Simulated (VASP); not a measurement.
Set up this calculation in VASP 6.6.1, as the native input.

```yaml
Task: single point
Functional: PBEsol
Potentials_or_basis: VASP PAW PBE potentials, release 64 (Al, Ni)
Cutoff: 520 eV
k_mesh: 12 × 12 × 8
Occupations: fermi-dirac, width 0.15 eV
Spin: no spin polarisation
Dipole_correction: no
Further_INCAR_settings: ALGO = Fast; EDIFF = 1e-07; NBANDS = 32
```

The structure of AlNi2 lies in POSCAR:

```
AlNi2
1.0
    3.9798378000      0.0000000000      0.0000000000
   -1.9899189000      3.4466406378      0.0000000000
    0.0000000000      0.0000000000      4.9039493065
Al Ni
2 4
Direct
    0.3333333333      0.6666666667      0.1912944241
    0.6666666667      0.3333333333      0.8087055759
    0.3333333333      0.6666666667      0.6856484368
    0.6666666667      0.3333333333      0.3143515632
    0.0000000000      0.0000000000      0.5000000000
    0.0000000000      0.0000000000      0.0000000000
```

One way to write it, as run:

INCAR

```
PREC = Accurate ; ENCUT = 520
EDIFF = 1E-7 ; ISMEAR = -1
SIGMA = 0.15 ; LREAL = F
LASPH = T ; NELM = 60
ALGO = Fast ; ISIF = 2
LWAVE = F ; LCHARG = F
GGA = PS ; NBANDS = 32
```

KPOINTS

```
Automatic mesh
0
Gamma
  12 12 8
```

Potentials or basis: VASP PAW PBE potentials, release 64 (Al, Ni).

Command:

```sh
$ cat potpaw_PBE.64/Al/POTCAR potpaw_PBE.64/Ni/POTCAR > POTCAR
$ mpirun -np 1 vasp_std > vasp.out
```

It gave:

| Property | Result |
| --- | --- |
| Pressure | 0.2 GPa |
| Largest force | 0.010 eV/Å |
| Band gap on the k mesh | zero (band 23 reaches 13.80 eV, above the bottom of band 24 at 9.54 eV) |

Caveat: the PAW data sets were made with another functional, which shifts forces and pressure a little.

Wall time 5.4 min on 1 thread of Intel(R) Xeon(R) Platinum 8375C CPU @ 2.90GHz (Ice Lake), on a shared host, peak memory 0.34 GiB.
